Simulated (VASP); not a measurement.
# La (Pm-3m) in VASP: a series of runs

La is run at these levels: r2SCAN; tasks: single point, relaxation of cell and atoms.

Program: VASP 6.6.1. These are calculated values, not measurements. Logs are shortened: lines on timing, memory, paths and dates and some standing lists are left out, and cuts for length are marked.

## Step 1: The cell of the first run

Symmetry: Pm-3m, No. 221, cubic system. Conventional cell: a = 3.426 Å, b = 3.426 Å, c = 3.426 Å, α = 90.00°, β = 90.00°, γ = 90.00°. La (site symmetry m-3m) has 6 La at 3.43 Å within 4.5 Å.

This isn't the form of La at room conditions, which is double hcp.

## Step 2: Single point, r2SCAN (40.20 Å³/atom)

File POSCAR:

```
La
1.0
    3.4256014303      0.0000000000      0.0000000000
    0.0000000000      3.4256014303      0.0000000000
    0.0000000000      0.0000000000      3.4256014303
La
1
Direct
    0.0000000000      0.0000000000      0.0000000000
```

File INCAR.step1:

```
SYSTEM = La
PREC = Accurate
ENCUT = 520
ISMEAR = -1
SIGMA = 0.1
LREAL = .False.
LASPH = .True.
NELM = 60
NBANDS = 12
GGA = PE
ALGO = Normal
EDIFF = 1E-4
LWAVE = .True.
LCHARG = .False.
```

File INCAR.step2:

```
SYSTEM = La
PREC = Accurate
ENCUT = 520
EDIFF = 1E-6
ISMEAR = -1
SIGMA = 0.1
LREAL = .False.
LASPH = .True.
NELM = 60
ALGO = Normal
ISIF = 2
LWAVE = .False.
LCHARG = .False.
METAGGA = R2SCAN
LMIXTAU = .True.
NBANDS = 12
ISTART = 1
```

File KPOINTS:

```
regular mesh
0
Gamma
  11 11 11
  0 0 0
```

Potentials or basis: VASP PAW PBE potentials, release 64 (La).

Command:

```
> cat potpaw_PBE.64/La/POTCAR > POTCAR
> cp INCAR.step1 INCAR
> mpirun -np 1 vasp_std > vasp.out
> cp INCAR.step2 INCAR
> mpirun -np 1 vasp_std > vasp.out
```

OUTCAR:

```text
SYSTEM = La
   PREC = Accurate
   ENCUT = 520
   EDIFF = 1E-6
   ISMEAR = -1
   LREAL = .False.
   LASPH = .True.
   NELM = 60
   ISIF = 2
   METAGGA = R2SCAN
   ISTART = 1

 ion  position               nearest neighbor table
   1  0.000  0.000  0.000-

  LATTYP: Found a simple cubic cell.
 ALAT       =     3.4256014303

  Lattice vectors:

 A1 = (   3.4256014303,   0.0000000000,   0.0000000000)
 A2 = (   0.0000000000,   3.4256014303,   0.0000000000)
 A3 = (   0.0000000000,   0.0000000000,   3.4256014303)

Analysis of symmetry for initial positions (statically):
=====================================================================
 Subroutine PRICEL returns:
 Original cell was already a primitive cell.

 Routine SETGRP: Setting up the symmetry group for a
 simple cubic supercell.

 Subroutine GETGRP returns: Found 48 space group operations
 (whereof 48 operations were pure point group operations)
 out of a pool of 48 trial point group operations.

The static configuration has the point symmetry O_h .

Analysis of symmetry for dynamics (positions and initial velocities):
=====================================================================
 Subroutine PRICEL returns:
 Original cell was already a primitive cell.

 Routine SETGRP: Setting up the symmetry group for a
 simple cubic supercell.

 Subroutine GETGRP returns: Found 48 space group operations
 (whereof 48 operations were pure point group operations)
 out of a pool of 48 trial point group operations.

The dynamic configuration has the point symmetry O_h .

 Subroutine INISYM returns: Found 48 space group operations
 (whereof 48 operations are pure point group operations),
 and found     1 'primitive' translations

----------------------------------------------------------------------------------------

                                     Primitive cell

  volume of cell :      40.1986

  direct lattice vectors                    reciprocal lattice vectors
     3.425601430  0.000000000  0.000000000     0.291919542  0.000000000  0.000000000
     0.000000000  3.425601430  0.000000000     0.000000000  0.291919542  0.000000000
     0.000000000  0.000000000  3.425601430     0.000000000  0.000000000  0.291919542

  length of vectors
     3.425601430  3.425601430  3.425601430     0.291919542  0.291919542  0.291919542

  position of ions in fractional coordinates (direct lattice)
     0.000000000  0.000000000  0.000000000

  ion indices of the primitive-cell ions
   primitive index   ion index
                 1           1

----------------------------------------------------------------------------------------

 KPOINTS: regular mesh

Automatic generation of k-mesh.
 Grid dimensions read from file:
 generate k-points for:   11   11   11

 Generating k-lattice:

  Cartesian coordinates                     Fractional coordinates (reciprocal lattice)
     0.026538140  0.000000000  0.000000000     0.090909091  0.000000000  0.000000000
     0.000000000  0.026538140  0.000000000     0.000000000  0.090909091  0.000000000
     0.000000000  0.000000000  0.026538140     0.000000000  0.000000000  0.090909091

  Length of vectors
     0.026538140  0.026538140  0.026538140

  Shift w.r.t. Gamma in fractional coordinates (k-lattice)
     0.000000000  0.000000000  0.000000000

 Subroutine IBZKPT returns following result:
 ===========================================

 Found     56 irreducible k-points:

 Following reciprocal coordinates:
            Coordinates               Weight
  0.000000  0.000000  0.000000      1.000000
  0.090909  0.000000  0.000000      6.000000
  0.181818  0.000000  0.000000      6.000000
  0.272727  0.000000  0.000000      6.000000
  0.363636  0.000000  0.000000      6.000000
  0.454545  0.000000  0.000000      6.000000
[... 16 lines left out ...]
  0.181818  0.090909  0.090909     24.000000
  0.272727  0.090909  0.090909     24.000000
 [... further k-points ...]
   k-points           NKPTS =     56   k-points in BZ     NKDIM =     56   number of bands    NBANDS=     12
   number of dos      NEDOS =    301   number of ions     NIONS =      1
   total plane-waves  NPLWV =  21952
   dimension x,y,z NGX =    28 NGY =   28 NGZ =   28
   dimension x,y,z NGXF=    56 NGYF=   56 NGZF=   56
   ions per type =               1
   NGX,Y,Z   is equivalent  to a cutoff of  13.59, 13.59, 13.59 a.u.
   NGXF,Y,Z  is equivalent  to a cutoff of  27.18, 27.18, 27.18 a.u.
 SYSTEM =  La
   PREC   = accura    normal or accurate (medium, high low for compatibility)
   ISTART =      1    job   : 0-new  1-cont  2-samecut
   ICHARG =      0    charge: 1-file 2-atom 10-const
   ISPIN  =      1    spin polarized calculation?
   LNONCOLLINEAR =      F non collinear calculations
   LSORBIT =      F    spin-orbit coupling
   LASPH  =      T    aspherical Exc in radial PAW
   ENCUT  =  520.0 eV  38.22 Ry    6.18 a.u.   6.37  6.37  6.37*2*pi/ulx,y,z
   NELM   =     60;   NELMIN=  2; NELMDL=  0     # of ELM steps
   EDIFF  = 0.1E-05   stopping-criterion for ELM
   LREAL  =      F    real-space projection
   EDIFFG = 0.1E-04   stopping-criterion for IOM
   NSW    =      0    number of steps for IOM
   IBRION =     -1    ionic relax: 0-MD 1-quasi-New 2-CG
   NFREE  =      0    steps in history (QN), initial steepest desc. (CG)
   ISIF   =      2    stress and relaxation
   ISYM   =      2    0-nonsym 1-usesym 2-fastsym
   POTIM  = 0.5000    time-step for ionic-motion
   TEBEG  =    0.0;   TEEND  =   0.0 temperature during run
   PSTRESS=    0.0 pullay stress
   NELECT =      11.0000    total number of electrons
   NUPDOWN=      -1.0000    fix difference up-down
   EMIN   =  10.00;   EMAX   =-10.00  energy-range for DOS
   EFERMI =   0.00;   METHOD = LEGACY
   ISMEAR =    -1;   SIGMA  =   0.10  broadening in eV -4-tet -1-fermi 0-gaus
   EFERMI_NEDOS =   21; number of points for ismear=-14 and -15
   IALGO  =     38    algorithm
   IMIX   =      4    mixing-type and parameters
     AMIX     =   0.40;   BMIX     =  1.00
     AMIX_MAG =   1.60;   BMIX_MAG =  1.00
  volume/ion in A,a.u.               =      40.20       271.27
  Fermi-wavevector in a.u.,A,eV,Ry     =   1.062842  2.008481 15.369605  1.129634
  Thomas-Fermi vector in A             =   2.198307
   LORBIT       =      0    0 simple, 1 ext, 2 COOP (PROOUT), +10 PAW based schemes
   METAGGA = R2SCAN    functional components
   LHFCALC =     F    Hartree Fock is set to
   AEXX    =    0.0000 exact exchange contribution
   IVDW    =     0    specifies the selected vdW correction
   LEPSILON=     F    determine dielectric tensor
   LRPA    =     F    only Hartree local field effects (RPA)
 non-spin polarized calculation
  energy-cutoff  :      520.00
  volume of cell :       40.20
 maximum number of plane-waves:      1092
 NGX is ok and might be reduce to    28
   NGX = 13   NGY = 13   NGZ = 13

 number of electron      11.0000002 magnetization

 Free energy of the ion-electron system (eV)
  ---------------------------------------------------
  ext. energy  EPLUGINS =         0.00000000
  ---------------------------------------------------
  free energy    TOTEN  =       -29.27181879 eV

  energy without entropy =      -29.19754067  energy(sigma->0) =      -29.23467973

 E-fermi :   7.1686     XC(G=0):  -9.8017

 val. band max:        7.1617717082   @ k =   0.4545   0.4545   0.2727
 cond. band min:       7.1995043604   @ k =   0.1818   0.0909   0.0909
 fundamental gap:      0.0377326522
 Fermi energy:         7.1685894401

 k-point     1 :       0.0000    0.0000    0.0000
  band No.  band energies     occupation
      1     -27.3000      2.00000
      2      -9.7734      2.00000
      3      -9.7734      2.00000
      4      -9.7734      2.00000
      5       4.0817      2.00000
      6       6.1693      1.99991
      7       6.1693      1.99991
      8       9.1383      0.00000
      9       9.1383      0.00000
     10       9.1383      0.00000
     11       9.2933      0.00000
     12       9.2933      0.00000

 k-point     2 :       0.0909    0.0000    0.0000
  band No.  band energies     occupation
      1     -27.2858      2.00000
      2      -9.9148      2.00000
      3      -9.7613      2.00000
      4      -9.7613      2.00000
      5       4.2675      2.00000
      6       6.2195      1.99985
      7       6.3968      1.99911
      8       9.1151      0.00000
      9       9.1462      0.00000
     10       9.1462      0.00000
     11       9.2555      0.00000
     12       9.2986      0.00000

 k-point     3 :       0.1818    0.0000    0.0000
  band No.  band energies     occupation
      1     -27.2474      2.00000
      2     -10.2761      2.00000
      3      -9.7287      2.00000
      4      -9.7287      2.00000
      5       4.7217      2.00000
      6       6.3621      1.99937
      7       7.0696      1.45829
      8       9.0463      0.00000
      9       9.1307      0.00000
     10       9.1686      0.00000
     11       9.1686      0.00000
     12       9.3173      0.00000
[... 286 lines left out ...]
 k-point    23 :       0.1818    0.0909    0.0909
  band No.  band energies     occupation
      1     -27.2193      2.00000
      2     -10.2478      2.00000
      3      -9.8618      2.00000
      4      -9.8465      2.00000
      5       5.0924      2.00000
      6       6.7062      1.98056
      7       7.1995      0.84664
      8       8.9816      0.00000
      9       8.9992      0.00000
     10       9.1336      0.00000
     11       9.1986      0.00000
     12       9.3636      0.00000

 k-point    24 :       0.2727    0.0909    0.0909
  band No.  band energies     occupation
      1     -27.1684      2.00000
      2     -10.6826      2.00000
      3      -9.8160      2.00000
      4      -9.8014      2.00000
      5       5.6265      2.00000
      6       6.9049      1.86646
      7       7.9698      0.00066
      8       8.8226      0.00000
      9       8.8260      0.00000
     10       9.1470      0.00000
     11       9.2326      0.00000
     12       9.4148      0.00000

 [... further k-points ...]
[... 5 lines left out ...]
  --------------------------------------------------------------------------------------
  -------------------------------------------------------------------------------------
  Total       -0.5901439     -0.5901439     -0.5901439     -0.0000000     -0.0000000      0.0000000
  in kB      -23.5211203    -23.5211203    -23.5211203     -0.0000000     -0.0000000      0.0000000
  external PRESSURE =     -23.5211203 kB  Pullay stress =       0.0000000 kB

 VOLUME and BASIS-vectors are now :
 -----------------------------------------------------------------------------
  energy-cutoff  :      520.00
  volume of cell :       40.20
      direct lattice vectors                 reciprocal lattice vectors
     3.425601430  0.000000000  0.000000000     0.291919542  0.000000000  0.000000000
     0.000000000  3.425601430  0.000000000     0.000000000  0.291919542  0.000000000
     0.000000000  0.000000000  3.425601430     0.000000000  0.000000000  0.291919542

 POSITION                                       TOTAL-FORCE (eV/Angst)
 -----------------------------------------------------------------------------------
      0.00000      0.00000      0.00000         0.000000      0.000000      0.000000
 -----------------------------------------------------------------------------------
    total drift:                               -0.000000      0.000000      0.000000

  FREE ENERGIE OF THE ION-ELECTRON SYSTEM (eV)
  ---------------------------------------------------
  free  energy   TOTEN  =       -29.2718187871 eV

  energy  without entropy=      -29.1975406736  energy(sigma->0) =      -29.23467973
```

Wall time 83 s (1 thread of Intel Xeon Platinum 8488C (Sapphire Rapids), shared host); peak memory 0.19 GiB.

Results:

```
Free energy            : -29.2718 eV
Pressure               : -2.4 GPa
Band gap on the k mesh : zero (an odd number of electrons rules out a gap without spin polarisation)
```

Levels at points of the mesh, in eV from the Fermi level:
```csv
k point,band 2,band 3,band 4,band 5,band 6,band 7,band 8,band 9,band 10,band 11
"(0.00, 0.00, 0.00)",-16.94,-16.94,-16.94,-3.09,-1.00,-1.00,1.97,1.97,1.97,2.12
```

Caveat: the PAW data sets were made with another functional, which shifts forces and pressure a little; spin-orbit coupling is left out, which moves the levels of the heavy elements.

## Step 3: Relaxation of cell and atoms, r2SCAN

This run uses another cell than the first one, of 40.41 Å³/atom.

File POSCAR:

```
La
1.0
    3.4315615435      0.0000000000      0.0000000000
    0.0000000000      3.4315615435      0.0000000000
    0.0000000000      0.0000000000      3.4315615435
La
1
Direct
    0.0000000000      0.0000000000      0.0000000000
```

File INCAR.step1:

```
PREC     = Accurate       # precision mode
ENCUT    = 600            # plane-wave cutoff, eV
ISMEAR   = -1             # smearing method
SIGMA    = 0.1            # smearing width, eV
LREAL    = False          # projectors in reciprocal space
LASPH    = True           # aspherical terms in the spheres
NELM     = 60             # most SCF steps
GGA      = PE             # functional
ALGO     = Normal         # electronic algorithm
EDIFF    = 1E-4           # SCF threshold, eV
LWAVE    = True           # write WAVECAR
LCHARG   = False          # write CHGCAR
```

File INCAR.step2:

```
PREC     = Accurate       # precision mode
ENCUT    = 600            # plane-wave cutoff, eV
EDIFF    = 1E-6           # SCF threshold, eV
ISMEAR   = -1             # smearing method
SIGMA    = 0.1            # smearing width, eV
LREAL    = False          # projectors in reciprocal space
LASPH    = True           # aspherical terms in the spheres
NELM     = 60             # most SCF steps
ALGO     = Normal         # electronic algorithm
ISIF     = 3              # what is computed and relaxed
LWAVE    = False          # write WAVECAR
LCHARG   = False          # write CHGCAR
METAGGA  = R2SCAN         # meta-GGA
LMIXTAU  = True         
IBRION   = 2              # ionic algorithm
NSW      = 80             # ionic steps
EDIFFG   = -0.01          # ionic threshold
ISTART   = 1
```

File KPOINTS:

```
Automatic mesh
0
Gamma
  9 9 9
```

Potentials or basis: VASP PAW PBE potentials, release 64 (La).

Command:

```
> cat potpaw_PBE.64/La/POTCAR > POTCAR
> cp INCAR.step1 INCAR
> mpirun -np 1 vasp_std > vasp.out
> cp INCAR.step2 INCAR
> mpirun -np 1 vasp_std > vasp.out
```

Wall time 1.9 min (1 thread of Intel Xeon Platinum 8488C (Sapphire Rapids), shared host); peak memory 0.19 GiB.

It converged, with:

- Free energy: -29.3124 eV
- Relaxed volume: 35.98 Å³/atom
- Relaxed cell: a = 3.301 Å, b = 3.301 Å, c = 3.301 Å, α = 90.00°, β = 90.00°, γ = 90.00°
- Space group after relaxing (to 0.1 Å): Pm-3m (No. 221)
- Energy gained by relaxing: 37.7 meV/atom
- Ionic steps: 3
- Pressure after relaxing: 0.0 GPa
- Band gap on the k mesh: zero (an odd number of electrons rules out a gap without spin polarisation)

Step by step:
| step | energy change (eV) | largest force (eV/Å) | pressure (GPa) | volume (Å³) |
| --- | --- | --- | --- | --- |
| 1 | 0.0000 | 0.0000 | -2.48 | 40.41 |
| 2 | -0.0358 | 0.0000 | -0.63 | 36.86 |
| 3 | -0.0377 | 0.0000 | -0.03 | 35.98 |

Final structure:
```
CELL_PARAMETERS angstrom
3.30146 0.00000 0.00000
0.00000 3.30146 0.00000
0.00000 0.00000 3.30146
ATOMIC_POSITIONS crystal
La 0.00000 0.00000 0.00000
```

Levels at points of the mesh, in eV from the Fermi level:
```tsv
k point	band 2	band 3	band 4	band 5	band 6	band 7	band 8	band 9
(0.00, 0.00, 0.00)	-16.62	-16.62	-16.62	-3.03	-1.21	-1.21	2.16	2.16
```

Caveat: the PAW data sets were made with another functional, which shifts forces and pressure a little; spin-orbit coupling is left out, which moves the levels of the heavy elements.

The gap in the log of VASP goes by the Fermi energy; the results here count the filled bands.